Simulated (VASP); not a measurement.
A run of VASP 6.6.1 is set up as follows.

The input INCAR:

```
SYSTEM = Si2Ni
  PREC = Accurate
  ENCUT = 520
  EDIFF = 1E-6
  ISMEAR = 0
  SIGMA = 0.1
  LREAL = .False.
  LASPH = .True.
  NELM = 100
  ALGO = Normal
  ISIF = 2
  LWAVE = .False.
  LCHARG = .False.
  GGA = PE
  NBANDS = 16
```

The input KPOINTS:

```
Automatic mesh
0
Gamma
  6 6 6
  0 0 0
```

The input POSCAR:

```
Si2Ni
1.0
    3.5294645363      0.0000000000      0.0000000000
    0.0000000000      3.5294645363      0.0000000000
    0.0000000000      0.0000000000      3.3487271827
Si Ni
2 1
Direct
    0.0000000000      0.5000000000      0.5000000000
    0.5000000000      0.0000000000      0.5000000000
    0.0000000000      0.0000000000      0.0000000000
```

Potentials or basis: VASP PAW PBE potentials, release 64 (Si, Ni).

Run with:

```console
$ cat potpaw_PBE.64/Si/POTCAR potpaw_PBE.64/Ni/POTCAR > POTCAR
$ mpirun -np 1 vasp_std > vasp.out
```

(1) Predict the pressure.

(2) Predict the band gap on the k mesh.

Results:

(1) 0.0 GPa.

(2) zero (band 9 reaches 10.39 eV, above the bottom of band 10 at 8.65 eV).
